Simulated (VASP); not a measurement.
Crystal: CdSe.

```
Cd Se
1.0
     0.00000    3.09938    3.01905
     3.09938    0.00000    3.01905
     3.09938    3.09938    0.00000
Cd Se
1 1
Direct
  0.00000 0.00000 0.00000
  0.25000 0.25000 0.25000
```

This cell differs from its parent crystal: epitaxial xy strain +1.0%.

Base run:

```yaml
Program: VASP 6.6.1
Functional: PBE
Potentials_or_basis: VASP PAW PBE potentials, release 64 (Cd, Se)
Cutoff: 520 eV
k_mesh: 8 × 8 × 8
Occupations: fermi-dirac, width 0.02 eV
Spin: no spin polarisation
```

Its results: band gap on the k mesh 0.49 eV, direct; pressure 1.4 GPa.

Problem. The run is repeated on the same cell with these changes: functional from PBE to r2SCAN; occupations from fermi-dirac, width 0.02 eV to gaussian, width 0.01 eV. What comes out?

Solution. Band gap on the k mesh 0.96 eV, direct; pressure -0.1 GPa.

Caveats: the PAW data sets were made with another functional, which shifts forces and pressure a little (some runs).

